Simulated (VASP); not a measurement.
A run of VASP 6.6.1 is set up as follows.

File INCAR:

```
SYSTEM = TiAl
PREC     = Accurate       ! precision mode
ENCUT    = 520            ! plane-wave cutoff, eV
EDIFF    = 1E-6           ! SCF threshold, eV
ISMEAR   = 0              ! smearing method
SIGMA    = 0.15           ! smearing width, eV
LREAL    = .False.        ! projectors in reciprocal space
LASPH    = .True.         ! aspherical terms in the spheres
NELM     = 80             ! most SCF steps
ALGO     = Fast           ! electronic algorithm
ISIF     = 2              ! what is computed and relaxed
LWAVE    = .False.        ! write WAVECAR
LCHARG   = .False.        ! write CHGCAR
GGA      = CA             ! functional
NBANDS   = 23             ! bands
```

KPOINTS

```
Automatic mesh
0
Gamma
  16 16 16
  0 0 0
```

Contents of POSCAR:

```
TiAl
1.0
   -2.8120068102      0.0000000000      0.0000000000
    0.0000000000      4.8705386665      0.0000000000
    1.4060034051     -2.4352693333     -4.5900455634
Ti Al
2 2
Direct
    0.5040325328      0.5040325328      0.0080650657
   -0.0040325328     -0.0040325328     -0.0080650657
    0.7500000000      0.0601326141      0.5000000000
    0.2500000000      0.6065340525      0.5000000000
```

Potentials or basis: VASP PAW LDA potentials, release 64 (Ti_sv, Al).

The run is started by

```bash
$ cat potpaw_LDA.64/Ti_sv/POTCAR potpaw_LDA.64/Al/POTCAR > POTCAR
$ mpirun -np 1 vasp_std > vasp.out
```

Problem. Estimate the pressure.

Solution. 1.2 GPa.

Problem. Predict the largest force.

Solution. 1.244 eV/Å.

Problem. Predict the band gap on the k mesh.

Solution. Zero (bands 15 and 16 overlap by 1.06 eV).

Forces in eV/Å, atoms in the order of the input:
```
Ti   0.000 -0.037  0.680
Ti   0.000 -0.037 -0.680
Al   0.000  1.244  0.000
Al   0.000 -1.170  0.000
```

Caveat: the cell differs from its parent crystal (atoms displaced along a vibrational mode); forces of over 1 eV/Å act on the atoms, so gaps and moduli don't describe the material at rest.
